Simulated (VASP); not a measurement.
KF, 2 atoms in the cell. The structure is trigonal, space group R-3m (No. 166). Conventional cell: a = 3.671 Å, b = 3.671 Å, c = 9.744 Å, α = 90.00°, β = 90.00°, γ = 120.00°. K (site symmetry -3m) has 6 F at 2.67 Å within 3.5 Å. Within 3.5 Å of F (site symmetry -3m) lie 6 K at 2.67 Å. 

```yaml
Program: VASP 6.6.1
Task: single point
Functional: PBE
Potentials_or_basis: VASP PAW PBE potentials, release 64 (K_sv, F)
Cutoff: 520 eV
k_mesh: 8 × 8 × 8
Occupations: gaussian, width 0.05 eV
Spin: no spin polarisation
Dipole_correction: no
Further_INCAR_settings: ALGO = Normal; EDIFF = 1e-07; NBANDS = 15
```

Potentials or basis: VASP PAW PBE potentials, release 64 (K_sv, F).

The run is started by

```sh
$ cat potpaw_PBE.64/K_sv/POTCAR potpaw_PBE.64/F/POTCAR > POTCAR
$ mpirun -np 1 vasp_std > vasp.out
```

Hardware: 1 thread of Intel(R) Xeon(R) 6975P-C (Granite Rapids) (shared host).

**Question.** How long does it take, and how much memory?

**Answer.** Wall time 19 s on 1 thread of Intel(R) Xeon(R) 6975P-C (Granite Rapids), on a shared host, peak memory 0.18 GiB. Counts: scf iterations 14, k points 65.
